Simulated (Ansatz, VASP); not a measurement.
# One calculation of Cu, two programs

Contents of INCAR:

```
PREC     = Accurate       # precision mode
ENCUT    = 700            # plane-wave cutoff, eV
EDIFF    = 1E-6           # SCF threshold, eV
ISMEAR   = -1             # smearing method
SIGMA    = 0.05           # smearing width, eV
LREAL    = F              # projectors in reciprocal space
LASPH    = T              # aspherical terms in the spheres
NELM     = 120            # most SCF steps
ALGO     = Normal         # electronic algorithm
ISIF     = 2              # what is computed and relaxed
LWAVE    = F              # write WAVECAR
LCHARG   = F              # write CHGCAR
GGA      = PE             # functional
NBANDS   = 26             # bands
GGA_COMPAT= F
```

The input KPOINTS:

```
regular mesh
0
Gamma
  11 11 11
```

POSCAR

```
Cu
1.0
    0.0000000000      2.4627820114      2.4627820114
    2.4627820114      0.0000000000      2.4627820114
    2.4627820114      2.4627820114      0.0000000000
Cu
2
Direct
   -0.2150000000     -0.0950000000     -0.0950000000
    0.2150000000      0.0950000000      0.0950000000
```

Input for Ansatz:

```yaml
crystal:
  lattice:
    - [0.0, 2.4627820114, 2.4627820114]
    - [2.4627820114, 0.0, 2.4627820114]
    - [2.4627820114, 2.4627820114, 0.0]
  atoms:
    - { symbol: Cu, position: [-0.215, -0.095, -0.095] }
    - { symbol: Cu, position: [0.215, 0.095, 0.095] }
kpoints:
  mp_grid: { grid: [11, 11, 11] }
scf:
  occupations: { method: fermi_dirac, width: 0.05 }
hamiltonian:
  xc: pbe
  pseudopotentials: { kind: paw }
output:
  forces: true
  stress: true
  eigenvalues: true
  populations: true
```

Change from the starting cell: shortest bond scaled by 0.76, PAW files.

Alike in both runs: task single point; functional PBE; k mesh 11 × 11 × 11; occupations fermi-dirac, width 0.05 eV; no spin polarisation.

|  | VASP | Ansatz |
| --- | --- | --- |
| version | VASP 6.6.1 | Ansatz 0.2.0 |
| potentials or method | VASP PAW PBE potentials, release 64 (Cu_sv_GW) | PAW with Ansatz's default frozen-core files, scalar-relativistic |
| plane-wave cutoff (eV) | 700 | 420 |
| valence electrons in the cell | 38 | 38 |

|  | VASP | Ansatz | Ansatz less VASP |
| --- | --- | --- | --- |
| pressure (GPa) | 64.7 | 64.9 | +0.18 |
| traceless stress, the component that is largest in VASP (GPa) | -70.20 | -66.14 | +4.061 |
| rms of the force components (eV/Å) | 13.644 | 12.866 | -0.7779 |

Atom by atom the forces differ by 0.778 eV/Å (rms over components). Both programs put the cell under a high pressure, so it lies far from rest at this level.

Noted on VASP's run: the cell as given lies far from equilibrium.
